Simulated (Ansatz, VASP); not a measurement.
## Two plane-wave programs on CoSn2

```
Co Sn
1.0
    -3.14436    3.14436    2.69633
     3.14436   -3.14436    2.69633
     3.14436    3.14436   -2.69633
Co Sn
2 4
Direct
  0.25000 0.25000 0.00000
  0.75000 0.75000 0.00000
  0.66558 0.16558 0.83115
  0.16558 0.33442 0.50000
  0.33442 0.83442 0.16885
  0.83442 0.66558 0.50000
```

Alike in both runs: functional PBEsol; k mesh 4 × 4 × 4; occupations gaussian, width 0.1 eV; no spin polarisation.

Ansatz relaxed the structure, and its values are those at the end. VASP's run is a single point on that final structure, the one shown.

|  | VASP | Ansatz |
| --- | --- | --- |
| version | VASP 6.6.1 | Ansatz 0.2.0 |
| potentials or method | VASP PAW PBE potentials, release 64 (Co, Sn_d), cutoff 520 eV | scalar-relativistic, plane waves, PAW |
| valence electrons in the cell | 74 | 90 |

Ansatz gave:

| Quantity | Value |
| --- | --- |
| gap on the k mesh at the Fermi level (eV) | none |
| pressure (GPa) | 0.0 |
| rms of the force components (eV/Å) | 0.000 |

Question: What did VASP give for the same quantities?

Answer: gap on the k mesh at the Fermi level (eV): none; pressure (GPa): -0.1; rms of the force components (eV/Å): 0.003.

VASP's potentials were made for PBE, not for PBEsol. A gap of «none» marks a metal or a gap that the smearing closes. VASP's potentials hold 74 valence electrons a cell and Ansatz's 90, so a difference there can come from the potentials and not from the codes.

The k mesh is coarse, so the values compare programs but aren't converged.
